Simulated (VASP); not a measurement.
# IrO: relaxation of cell and atoms with PBE

IrO:

```
Ir O
1.0
     2.81033    0.00000    0.00000
     0.00000    2.81033    0.00000
     0.00000    0.00000    2.81033
Ir O
1 1
Direct
  0.00000 0.00000 0.00000
  0.50000 0.50000 0.50000
```

```json
{
 "Program": "VASP 6.6.1",
 "Task": "relaxation of cell and atoms",
 "Functional": "PBE",
 "Potentials or basis": "VASP PAW PBE potentials, release 64 (Ir, O)",
 "Cutoff": "600 eV",
 "k mesh": "20 × 20 × 20",
 "Occupations": "gaussian, width 0.1 eV",
 "Spin": "no spin polarisation",
 "Dipole correction": "no",
 "Further INCAR settings": "ALGO = Normal; EDIFF = 1e-07; IBRION = 2; EDIFFG = -0.01; NSW = 100; ISIF = 3"
}
```

```
Pressure after relaxing : 0.1 GPa
```

Final structure:
```cif
data_structure
_symmetry_space_group_name_H-M 'P 1'
_symmetry_Int_Tables_number 1
_cell_length_a 2.8103
_cell_length_b 2.8103
_cell_length_c 2.8103
_cell_angle_alpha 90.000
_cell_angle_beta 90.000
_cell_angle_gamma 90.000
_cell_volume 22.20
loop_
_atom_site_label
_atom_site_type_symbol
_atom_site_fract_x
_atom_site_fract_y
_atom_site_fract_z
_atom_site_occupancy
Ir1 Ir 0.00000 0.00000 0.00000 1
O1 O 0.50000 0.50000 0.50000 1
```

Levels at points of the mesh, in eV from the Fermi level:
```tsv
k point	band 5	band 6	band 7	band 8	band 9	band 10	band 11
(0.00, 0.00, 0.00)	-3.80	-3.80	-2.36	-0.23	-0.23	-0.23	17.47
(0.50, 0.00, 0.00)	-4.57	-0.05	-0.01	0.85	0.85	4.96	6.10
(0.50, 0.50, 0.00)	-3.24	-2.70	-1.78	-1.78	1.26	6.24	9.46
(0.50, 0.50, 0.50)	1.36	1.36	1.36	1.38	1.38	6.68	6.68
```

Wall time 45 s on 1 thread of Intel(R) Xeon(R) Platinum 8175M CPU @ 2.50GHz (Skylake/Cascade Lake) (shared host), peak memory 0.23 GiB.

Caveat: the relaxation stopped at its first step, so nothing moved; spin-orbit coupling is left out, which moves the levels of the heavy elements; an odd number of electrons without spin polarisation forces a metal; a magnetic or distorted state may lie lower.
